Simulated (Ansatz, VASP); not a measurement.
## Two plane-wave programs on BN

```
CELL_PARAMETERS angstrom
-2.50399 0.00000 0.00000
-1.25200 -2.16852 0.00000
-0.62612 -0.36149 13.32240
ATOMIC_POSITIONS crystal
B 0.18747 0.18747 0.87500
B 0.27082 0.27082 0.37500
B 0.64583 0.64583 0.12500
B 0.56248 0.56248 0.62500
N 0.31250 0.31250 0.12500
N 0.22915 0.22915 0.62500
N 0.52080 0.52080 0.87500
N 0.60415 0.60415 0.37500
```

Alike in both runs: task single point; functional PBE; dispersion D3(BJ); k mesh 10 × 10 × 2; occupations gaussian, width 0.05 eV; no spin polarisation.

|  | VASP | Ansatz |
| --- | --- | --- |
| version | VASP 6.6.1 | Ansatz 0.2.0 |
| potentials or method | VASP PAW PBE potentials, release 64 (B, N), cutoff 520 eV | scalar-relativistic, plane waves, PAW |
| valence electrons in the cell | 32 | 32 |

```tsv
	VASP	Ansatz	Ansatz less VASP
gap on the k mesh at the Fermi level (eV)	4.02	4.03	+0.007
least direct gap on the mesh (eV)	4.47	4.48	+0.005
pressure (GPa)	0.8	0.7	-0.08
traceless stress, the component that is largest in VASP (GPa)	-0.78	-0.58	+0.197
rms of the force components (eV/Å)	0.013	0.013	0.0000
```

Atom by atom the forces differ by 0.000 eV/Å (rms over components).
